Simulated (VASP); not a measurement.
Wanted: the native input for a VASP 6.6.1 run.

```
Task                   : single point
Functional             : r2SCAN
Potentials or basis    : VASP PAW PBE potentials, release 64 (Zr_sv, S)
Cutoff                 : 550 eV
k mesh                 : 12 × 12 × 4
Occupations            : fermi-dirac, width 0.02 eV
Spin                   : non-collinear spin, zero start, spin-orbit coupling
Starting moments       : [[0.0, 0.0, 0.0], [0.0, 0.0, 0.0], [0.0, 0.0, 0.0]] μB
Dipole correction      : no
Further INCAR settings : ALGO = Normal; EDIFF = 1e-06; NBANDS = 37
```

Crystal: ZrS2.

```
Zr S
1.0
     3.82138    0.00000    0.00000
    -1.91069    3.30941    0.00000
     0.00000    0.00000    6.09113
Zr S
1 2
Direct
  0.00000 0.00000 0.00000
  0.33333 0.66667 0.22643
  0.66667 0.33333 0.77357
```

This cell differs from its parent crystal: strain +4.0%.

These files were run (other wordings do the same):

POSCAR

```
ZrS2
1.0
    3.8213750484      0.0000000000      0.0000000000
   -1.9106875242      3.3094078693      0.0000000000
    0.0000000000      0.0000000000      6.0911305251
Zr S
1 2
Direct
    0.0000000000      0.0000000000      0.0000000000
    0.3333333333      0.6666666667      0.2264269557
    0.6666666667      0.3333333333      0.7735730443
```

INCAR.step1

```
PREC = Accurate
ENCUT = 550
ISMEAR = -1
SIGMA = 0.02
LREAL = False
LASPH = True
NELM = 200
MAGMOM = 0 0 0 0 0 0 0 0 0
LSORBIT = True
GGA_COMPAT = False
LMAXMIX = 4
NBANDS = 37
GGA = PE
ALGO = Normal
EDIFF = 1E-5
LWAVE = True
LCHARG = False
```

INCAR.step2

```
PREC = Accurate
ENCUT = 550
EDIFF = 1E-6
ISMEAR = -1
SIGMA = 0.02
LREAL = False
LASPH = True
NELM = 200
ALGO = Normal
ISIF = 2
LWAVE = False
LCHARG = False
MAGMOM = 0 0 0 0 0 0 0 0 0
LORBIT = 11
LSORBIT = True
GGA_COMPAT = False
LORBMOM = True
LMAXMIX = 4
METAGGA = R2SCAN
LMIXTAU = True
NBANDS = 37
ISTART = 1
```

KPOINTS

```
Automatic mesh
0
Gamma
  12 12 4
```

Potentials or basis: VASP PAW PBE potentials, release 64 (Zr_sv, S).

Command:

```sh
$ cat potpaw_PBE.64/Zr_sv/POTCAR potpaw_PBE.64/S/POTCAR > POTCAR
$ cp INCAR.step1 INCAR
$ mpirun -np 1 vasp_ncl > vasp.out
$ cp INCAR.step2 INCAR
$ mpirun -np 1 vasp_ncl > vasp.out
```

Results of the run:

```
Pressure                                              : -3.5 GPa
Largest force                                         : 0.032 eV/Å
Net moment                                            : 0.00 μB per cell
Valence electrons inside the program's atomic spheres : Zr 9.49; S 3.77
```

Caveat: the cell differs from its parent crystal (strain +4.0%); the cell stands under tension; the PAW data sets were made with another functional, which shifts forces and pressure a little.

Wall time 63 min on 1 thread of Oxide Virtual Turin-like Processor, on a shared host, peak memory 0.6 GiB.
